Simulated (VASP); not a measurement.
# Ti (P6/mmm) in VASP: further runs

The runs below take Ti through single point, with revPBE+D3(BJ), revPBE+D4.

Everything below comes from runs of VASP 6.6.1. Logs are shortened: lines on timing, memory, paths and dates and some standing lists are left out, and cuts for length are marked.

## (1) The cell of the first run

Symmetry: P6/mmm, No. 191, hexagonal system. Conventional cell: a = 4.453 Å, b = 4.453 Å, c = 2.760 Å, α = 90.00°, β = 90.00°, γ = 120.00°. Ti (site symmetry -6m2) has 11 Ti at 2.57 to 2.92 Å within 3.4 Å. Within 3.6 Å of Ti (site symmetry 6/mmm) lie 14 Ti at 2.76 to 2.92 Å.

## (2) Single point, revPBE+D3(BJ)

Input file INCAR:

```
SYSTEM = Ti
ALGO = Normal ; EDIFF = 1E-6
ENCUT = 520 ; GGA = RE
ISIF = 2 ; ISMEAR = -1
IVDW = 12 ; LASPH = .TRUE.
LCHARG = .TRUE. ; LELF = .TRUE.
LREAL = .FALSE. ; LVHAR = .TRUE.
LWAVE = .FALSE. ; NBANDS = 25
NELM = 100 ; PREC = Accurate
SIGMA = 0.05
```

Input file KPOINTS:

```
k-points
0
G
  7 7 9
  0 0 0
```

Input file POSCAR:

```
Ti
1.0
    4.4534430860      0.0000000000      0.0000000000
   -2.2267215430      3.8567948467      0.0000000000
    0.0000000000      0.0000000000      2.7599130686
Ti
3
Direct
    0.6666666667      0.3333333333      0.5000000000
    0.3333333333      0.6666666667      0.5000000000
    0.0000000000      0.0000000000      0.0000000000
```

Potentials or basis: VASP PAW PBE potentials, release 64 (Ti_sv).

Launch:

```bash
$ cat potpaw_PBE.64/Ti_sv/POTCAR > POTCAR
$ mpirun -np 1 vasp_std > vasp.out
```

OUTCAR:

```text
SYSTEM = Ti
   EDIFF = 1E-6
   ENCUT = 520
   GGA = RE
   ISIF = 2
   ISMEAR = -1
   IVDW = 12
   LASPH = .TRUE.
   LREAL = .FALSE.
   NELM = 100
   PREC = Accurate
 IVDW          = 12

 ion  position               nearest neighbor table
   1  0.667  0.333  0.500-   2 2.57   2 2.57   2 2.57   3 2.92   3 2.92   3 2.92   3 2.92   3 2.92
                             3 2.92
   2  0.333  0.667  0.500-   1 2.57   1 2.57   1 2.57   3 2.92   3 2.92   3 2.92   3 2.92   3 2.92
                             3 2.92
   3  0.000  0.000  0.000-   1 2.92   2 2.92   1 2.92   2 2.92   2 2.92   2 2.92   1 2.92   1 2.92
                             1 2.92   1 2.92   2 2.92   2 2.92

  LATTYP: Found a hexagonal cell.
 ALAT       =     4.4534430860
 C/A-ratio  =     0.6197256853

  Lattice vectors:

 A1 = (   4.4534430860,   0.0000000000,   0.0000000000)
 A2 = (  -2.2267215430,   3.8567948467,   0.0000000000)
 A3 = (   0.0000000000,   0.0000000000,   2.7599130686)

Analysis of symmetry for initial positions (statically):
=====================================================================
 Subroutine PRICEL returns:
 Original cell was already a primitive cell.

 Routine SETGRP: Setting up the symmetry group for a
 hexagonal supercell.

 Subroutine GETGRP returns: Found 24 space group operations
 (whereof 24 operations were pure point group operations)
 out of a pool of 24 trial point group operations.

The static configuration has the point symmetry D_6h.

Analysis of symmetry for dynamics (positions and initial velocities):
=====================================================================
 Subroutine PRICEL returns:
 Original cell was already a primitive cell.

 Routine SETGRP: Setting up the symmetry group for a
 hexagonal supercell.

 Subroutine GETGRP returns: Found 24 space group operations
 (whereof 24 operations were pure point group operations)
 out of a pool of 24 trial point group operations.

The dynamic configuration has the point symmetry D_6h.

 Subroutine INISYM returns: Found 24 space group operations
 (whereof 24 operations are pure point group operations),
 and found     1 'primitive' translations

----------------------------------------------------------------------------------------

                                     Primitive cell

  volume of cell :      47.4043

  direct lattice vectors                    reciprocal lattice vectors
     4.453443086  0.000000000  0.000000000     0.224545364  0.129641327  0.000000000
    -2.226721543  3.856794847  0.000000000     0.000000000  0.259282653  0.000000000
     0.000000000  0.000000000  2.759913069     0.000000000  0.000000000  0.362330253

  length of vectors
     4.453443086  4.453443086  2.759913069     0.259282653  0.259282653  0.362330253

  position of ions in fractional coordinates (direct lattice)
     0.666666667  0.333333333  0.500000000
     0.333333333  0.666666667  0.500000000
     0.000000000  0.000000000  0.000000000

  ion indices of the primitive-cell ions
   primitive index   ion index
                 1           1
                 2           2
                 3           3

----------------------------------------------------------------------------------------

 KPOINTS: k-points

Automatic generation of k-mesh.
 Grid dimensions read from file:
 generate k-points for:    7    7    9

 Generating k-lattice:

  Cartesian coordinates                     Fractional coordinates (reciprocal lattice)
     0.032077909  0.018520190  0.000000000     0.142857143 -0.000000000  0.000000000
     0.000000000  0.037040379  0.000000000     0.000000000  0.142857143  0.000000000
     0.000000000  0.000000000  0.040258917     0.000000000  0.000000000  0.111111111

  Length of vectors
     0.037040379  0.037040379  0.040258917

  Shift w.r.t. Gamma in fractional coordinates (k-lattice)
     0.000000000  0.000000000  0.000000000

 Subroutine IBZKPT returns following result:
 ===========================================

 Found     40 irreducible k-points:

 Following reciprocal coordinates:
            Coordinates               Weight
  0.000000  0.000000  0.000000      1.000000
  0.142857 -0.000000  0.000000      6.000000
  0.285714 -0.000000  0.000000      6.000000
  0.428571  0.000000  0.000000      6.000000
  0.142857  0.142857  0.000000      6.000000
  0.285714  0.142857  0.000000     12.000000
[... 16 lines left out ...]
  0.428571  0.142857  0.222222     12.000000
  0.285714  0.285714  0.222222     12.000000
 [... further k-points ...]
   k-points           NKPTS =     40   k-points in BZ     NKDIM =     40   number of bands    NBANDS=     25
   number of dos      NEDOS =    301   number of ions     NIONS =      3
   total plane-waves  NPLWV =  31104
   dimension x,y,z NGX =    36 NGY =   36 NGZ =   24
   dimension x,y,z NGXF=    72 NGYF=   72 NGZF=   48
   ions per type =               3
   NGX,Y,Z   is equivalent  to a cutoff of  13.44, 13.44, 14.46 a.u.
   NGXF,Y,Z  is equivalent  to a cutoff of  26.88, 26.88, 28.91 a.u.
 SYSTEM =  Ti
   PREC   = accura    normal or accurate (medium, high low for compatibility)
   ISTART =      0    job   : 0-new  1-cont  2-samecut
   ICHARG =      2    charge: 1-file 2-atom 10-const
   ISPIN  =      1    spin polarized calculation?
   LNONCOLLINEAR =      F non collinear calculations
   LSORBIT =      F    spin-orbit coupling
   LASPH  =      T    aspherical Exc in radial PAW
   ENCUT  =  520.0 eV  38.22 Ry    6.18 a.u.   8.28  8.28  5.13*2*pi/ulx,y,z
   NELM   =    100;   NELMIN=  2; NELMDL= -5     # of ELM steps
   EDIFF  = 0.1E-05   stopping-criterion for ELM
   LREAL  =      F    real-space projection
   EDIFFG = 0.1E-04   stopping-criterion for IOM
   NSW    =      0    number of steps for IOM
   IBRION =     -1    ionic relax: 0-MD 1-quasi-New 2-CG
   NFREE  =      0    steps in history (QN), initial steepest desc. (CG)
   ISIF   =      2    stress and relaxation
   ISYM   =      2    0-nonsym 1-usesym 2-fastsym
   POTIM  = 0.5000    time-step for ionic-motion
   TEBEG  =    0.0;   TEEND  =   0.0 temperature during run
   PSTRESS=    0.0 pullay stress
   NELECT =      36.0000    total number of electrons
   NUPDOWN=      -1.0000    fix difference up-down
   EMIN   =  10.00;   EMAX   =-10.00  energy-range for DOS
   EFERMI =   0.00;   METHOD = LEGACY
   ISMEAR =    -1;   SIGMA  =   0.05  broadening in eV -4-tet -1-fermi 0-gaus
   EFERMI_NEDOS =   21; number of points for ismear=-14 and -15
   IALGO  =     38    algorithm
   IMIX   =      4    mixing-type and parameters
     AMIX     =   0.40;   BMIX     =  1.00
     AMIX_MAG =   1.60;   BMIX_MAG =  1.00
  volume/ion in A,a.u.               =      15.80       106.63
  Fermi-wavevector in a.u.,A,eV,Ry     =   1.493607  2.822508 30.352724  2.230862
  Thomas-Fermi vector in A             =   2.605986
   LORBIT       =      0    0 simple, 1 ext, 2 COOP (PROOUT), +10 PAW based schemes
   GGA     = RE    functional components
   LHFCALC =     F    Hartree Fock is set to
   AEXX    =    0.0000 exact exchange contribution
   IVDW    =    12    specifies the selected vdW correction
   LEPSILON=     F    determine dielectric tensor
   LRPA    =     F    only Hartree local field effects (RPA)
 non-spin polarized calculation
  energy-cutoff  :      520.00
  volume of cell :       47.40
 maximum number of plane-waves:      1289
 NGX is ok and might be reduce to    36
   NGX = 17   NGY = 17   NGZ = 11

 number of electron      36.0000007 magnetization

 Free energy of the ion-electron system (eV)
  ---------------------------------------------------
  ext. energy  EPLUGINS =         0.00000000
  ---------------------------------------------------
  free energy    TOTEN  =       -22.38455748 eV

  energy without entropy =      -22.36258919  energy(sigma->0) =      -22.37357333

 E-fermi :   9.3472     XC(G=0): -11.8729

 val. band max:        9.3471337488   @ k =   0.4286   0.1429   0.3333
 cond. band min:       9.3496129661   @ k =   0.0000   0.0000   0.0000
 fundamental gap:      0.0024792173
 Fermi energy:         9.3472137610

 k-point     1 :       0.0000    0.0000    0.0000
  band No.  band energies     occupation
      1     -47.4945      2.00000
      2     -47.2410      2.00000
      3     -47.0340      2.00000
      4     -23.7843      2.00000
      5     -23.7843      2.00000
      6     -23.7372      2.00000
[... 17 lines left out ...]
     24      11.3393      0.00000
     25      11.4021      0.00000

 k-point     2 :       0.1429   -0.0000    0.0000
  band No.  band energies     occupation
      1     -47.4890      2.00000
      2     -47.2364      2.00000
      3     -47.0445      2.00000
      4     -23.8843      2.00000
      5     -23.8567      2.00000
      6     -23.6339      2.00000
[... 17 lines left out ...]
     24      11.0118      0.00000
     25      11.8861      0.00000

 k-point     3 :       0.2857   -0.0000    0.0000
  band No.  band energies     occupation
      1     -47.4769      2.00000
      2     -47.2212      2.00000
      3     -47.0729      2.00000
      4     -23.9788      2.00000
      5     -23.8569      2.00000
      6     -23.5316      2.00000
[... 17 lines left out ...]
     24      11.4308      0.00000
     25      12.3146      0.00000

 k-point     4 :       0.4286    0.0000    0.0000
  band No.  band energies     occupation
      1     -47.4677      2.00000
      2     -47.1989      2.00000
      3     -47.1054      2.00000
      4     -24.0310      2.00000
      5     -23.7741      2.00000
      6     -23.5512      2.00000
[... 17 lines left out ...]
     24      11.7921      0.00000
     25      12.0744      0.00000

 k-point     5 :       0.1429    0.1429    0.0000
  band No.  band energies     occupation
      1     -47.4802      2.00000
      2     -47.2262      2.00000
      3     -47.0643      2.00000
      4     -23.9225      2.00000
      5     -23.9045      2.00000
      6     -23.5710      2.00000
[... 17 lines left out ...]
     24      11.2732      0.00000
     25      12.2622      0.00000

 k-point     6 :       0.2857    0.1429    0.0000
  band No.  band energies     occupation
      1     -47.4700      2.00000
      2     -47.2044      2.00000
      3     -47.0974      2.00000
      4     -23.9739      2.00000
      5     -23.8571      2.00000
      6     -23.5812      2.00000
[... 17 lines left out ...]
     24      11.7911      0.00000
     25      11.9916      0.00000
[... 393 lines left out ...]
 k-point    21 :       0.1429    0.1429    0.2222
  band No.  band energies     occupation
      1     -47.4444      2.00000
      2     -47.2015      2.00000
      3     -47.0353      2.00000
      4     -23.8671      2.00000
      5     -23.8253      2.00000
      6     -23.6041      2.00000
[... 17 lines left out ...]
     24      11.3060      0.00000
     25      12.3348      0.00000

 k-point    22 :       0.2857    0.1429    0.2222
  band No.  band energies     occupation
      1     -47.4381      2.00000
      2     -47.1758      2.00000
      3     -47.0681      2.00000
      4     -23.9058      2.00000
      5     -23.8120      2.00000
      6     -23.6480      2.00000
[... 17 lines left out ...]
     24      11.7291      0.00000
     25      12.0660      0.00000

 k-point    23 :       0.4286    0.1429    0.2222
  band No.  band energies     occupation
      1     -47.4355      2.00000
      2     -47.1553      2.00000
      3     -47.0915      2.00000
      4     -23.9211      2.00000
      5     -23.7592      2.00000
      6     -23.7173      2.00000
[... 17 lines left out ...]
     24      11.9646      0.00000
     25      12.1651      0.00000

 k-point    24 :       0.2857    0.2857    0.2222
  band No.  band energies     occupation
      1     -47.4351      2.00000
      2     -47.1452      2.00000
      3     -47.1022      2.00000
      4     -23.8782      2.00000
      5     -23.7999      2.00000
      6     -23.7391      2.00000
[... 17 lines left out ...]
     24      12.1623      0.00000
     25      12.2066      0.00000

 [... further k-points ...]

------------------------ aborting loop because EDIFF is reached ----------------------------------------

 Edisp (eV)   -3.70530

 E8    (eV) :    -2.6911

  FORCE on cell =-STRESS in cart. coord.  units (eV):
  Direction    XX          YY          ZZ          XY          YZ          ZX
  --------------------------------------------------------------------------------------
  -------------------------------------------------------------------------------------
  Total      -0.10368    -0.10368    -0.10346     0.00000     0.00000     0.00000
  in kB      -3.50423    -3.50423    -3.49685     0.00000     0.00000     0.00000
  external pressure =       -3.50 kB  Pullay stress =        0.00 kB

 VOLUME and BASIS-vectors are now :
 -----------------------------------------------------------------------------
  energy-cutoff  :      520.00
  volume of cell :       47.40
      direct lattice vectors                 reciprocal lattice vectors
     4.453443086  0.000000000  0.000000000     0.224545364  0.129641327  0.000000000
    -2.226721543  3.856794847  0.000000000     0.000000000  0.259282653  0.000000000
     0.000000000  0.000000000  2.759913069     0.000000000  0.000000000  0.362330253

 POSITION                                       TOTAL-FORCE (eV/Angst)
 -----------------------------------------------------------------------------------
      2.22672      1.28560      1.37996        -0.000000     -0.000000     -0.000000
     -0.00000      2.57120      1.37996         0.000000      0.000000      0.000000
      0.00000      0.00000      0.00000         0.000000      0.000000     -0.000000
 -----------------------------------------------------------------------------------
    total drift:                                0.000000      0.000000     -0.000000

  FREE ENERGIE OF THE ION-ELECTRON SYSTEM (eV)
  ---------------------------------------------------
  free  energy   TOTEN  =       -26.0898577458 eV

  energy  without entropy=      -26.0678894578  energy(sigma->0) =      -26.07887360
```

Wall time 60 s (1 thread of Intel Xeon Platinum 8259CL at 2.50GHz (Skylake/Cascade Lake), shared host); peak memory 0.2 GiB.

Results:

* Free energy: -26.0899 eV
* Pressure: -0.4 GPa
* Band gap on the k mesh: zero (band 18 reaches 9.56 eV, above the bottom of band 19 at 9.23 eV)
* Dispersion energy per atom: -1.235 eV

Caveat: the PAW data sets were made with another functional, which shifts forces and pressure a little; pairwise dispersion overbinds metals, which lowers pressure and volume.

(Continued in part 2 of 2.)
